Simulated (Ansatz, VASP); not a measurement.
Sb: VASP beside Ansatz

INCAR

```
  PREC = Accurate
  ENCUT = 520
  EDIFF = 1E-7
  ISMEAR = -1
  SIGMA = 0.05
  LREAL = F
  LASPH = T
  NELM = 150
  ALGO = Normal
  ISIF = 2
  LWAVE = F
  LCHARG = T
  LNONCOLLINEAR = T
  MAGMOM = 0 0 0
  LORBIT = 11
  LSORBIT = T
  GGA_COMPAT = F
  LORBMOM = T
  GGA = PS
  LVHAR = T
  NBANDS = 16
```

Contents of KPOINTS:

```
regular mesh
0
Gamma
  9 9 9
```

File POSCAR:

```
Sb
1.0
   -1.5765401831      1.5765401831      2.7119384313
    1.5765401831     -1.5765401831      2.7119384313
    1.5765401831      1.5765401831     -2.7119384313
Sb
1
Direct
    0.0000000000      0.0000000000      0.0000000000
```

The input input.yaml:

```yaml
crystal:
  lattice:
    - [-1.5765401831, 1.5765401831, 2.7119384313]
    - [1.5765401831, -1.5765401831, 2.7119384313]
    - [1.5765401831, 1.5765401831, -2.7119384313]
  atoms:
    - { symbol: Sb, position: [0.0, 0.0, 0.0] }
hamiltonian:
  xc: pbesol
  pseudopotentials: { kind: paw_fr }
magnetization:
  noncollinear: true
  spin_orbit: true
kpoints:
  mp_grid: { grid: [9, 9, 9] }
  band_path:
    path:
      - [[0.0, 0.0, 0.0], [0.0, 0.0, 0.5], [-0.1689742169, 0.1689742169, 0.5], [-0.3344871084, 0.3344871084, 0.3344871084], [0.0, 0.0, 0.0], [0.5, 0.5, -0.5], [0.3344871084, 0.6655128916, -0.3344871084], [0.0, 0.5, 0.0], [0.25, 0.25, 0.25], [0.5, 0.5, -0.1689742169], [0.5, 0.5, -0.5]]
      - [[0.0, 0.0, 0.5], [0.25, 0.25, 0.25]]
    npoints: 14
scf:
  occupations: { method: fermi_dirac, width: 0.05 }
  n_extra_bands: 6
output:
  forces: true
  stress: true
  eigenvalues: true
  fatbands: true
  write_density: true
  write_potential: true
  elf: true
  volumetric_format: npy
```

Alike in both runs: functional PBEsol; k mesh 9 × 9 × 9; occupations fermi-dirac, width 0.05 eV; non-collinear spin, spin-orbit coupling.

|  | VASP | Ansatz |
| --- | --- | --- |
| version | VASP 6.6.1 | Ansatz 0.2.0 |
| potentials or method | VASP PAW PBE potentials, release 64 (Sb) | Ansatz PAW |
| plane-wave cutoff (eV) | 520 | 420 |
| valence electrons in the cell | 5 | 15 |
| task | single point | band structure |

|  | VASP | Ansatz | Ansatz less VASP |
| --- | --- | --- | --- |
| pressure (GPa) | -1.0 | -1.0 | -0.01 |
| traceless stress, the component that is largest in VASP (GPa) | 0.46 | 0.51 | +0.053 |
| net moment per atom (μB) | 0.00 | 0.00 | 0.000 |

VASP's potentials were made for PBE, not for PBEsol. With one functional, cell and mesh, what is left measures potentials, basis and numerics. VASP's potentials hold 5 valence electrons a cell and Ansatz's 15, so a difference there can come from the potentials and not from the codes.
